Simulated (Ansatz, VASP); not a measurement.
# One calculation of O, two programs

Contents of INCAR:

```
ALGO     = Normal         # electronic algorithm
EDIFF    = 1E-7           # SCF threshold, eV
ENCUT    = 520            # plane-wave cutoff, eV
GGA      = PE             # functional
ISIF     = 2              # what is computed and relaxed
ISMEAR   = -1             # smearing method
LASPH    = T              # aspherical terms in the spheres
LCHARG   = F              # write CHGCAR
LREAL    = F              # projectors in reciprocal space
LWAVE    = F              # write WAVECAR
NBANDS   = 13             # bands
NELM     = 100            # most SCF steps
PREC     = Accurate       # precision mode
SIGMA    = 0.05           # smearing width, eV
```

Contents of KPOINTS:

```
k-points
0
Gamma
  9 9 9
```

POSCAR

```
O
1.0
    1.6407557005      0.9472907454      3.6558148890
   -1.6407557005      0.9472907454      3.6558148890
    0.0000000000     -1.8945814906      3.6558148890
O
2
Direct
    0.0546147200      0.0546147200      0.0546147200
    0.9453852800      0.9453852800      0.9453852800
```

input.yaml

```yaml
crystal:
  lattice:
    - [1.6407557005, 0.9472907454, 3.655814889]
    - [-1.6407557005, 0.9472907454, 3.655814889]
    - [0.0, -1.8945814906, 3.655814889]
  atoms:
    - { symbol: O, position: [0.05461472, 0.05461472, 0.05461472] }
    - { symbol: O, position: [0.94538528, 0.94538528, 0.94538528] }
hamiltonian:
  xc: pbe
  pseudopotentials: { kind: paw }
kpoints:
  mp_grid: { grid: [9, 9, 9] }
scf:
  occupations: { method: fermi_dirac, width: 0.05 }
output:
  forces: true
  stress: true
  eigenvalues: true
  write_density: true
  write_potential: true
  elf: true
  volumetric_format: npy
```

Change from the starting cell: volume scaled by 0.94.

Alike in both runs: task single point; functional PBE; k mesh 9 × 9 × 9; occupations fermi-dirac, width 0.05 eV; no spin polarisation.

|  | VASP | Ansatz |
| --- | --- | --- |
| version | VASP 6.6.1 | Ansatz 0.2.0 |
| potentials or method | VASP PAW PBE potentials, release 64 (O) | Ansatz PAW |
| plane-wave cutoff (eV) | 520 | 420 |
| valence electrons in the cell | 12 | 12 |

```tsv
	VASP	Ansatz	Ansatz less VASP
gap on the k mesh at the Fermi level (eV)	none	none	-
pressure (GPa)	2.5	0.1	-2.40
traceless stress, the component that is largest in VASP (GPa)	13.18	7.93	-5.253
rms of the force components (eV/Å)	1.625	0.805	-0.8204
```

Atom by atom the forces differ by 0.820 eV/Å (rms over components). A gap of «none» marks a metal or a gap that the smearing closes.

Noted on VASP's run: the standard files for N, O and F lose accuracy on very short bonds; spin is off for a triplet molecule. Noted on Ansatz's run: spin is off for a triplet molecule.
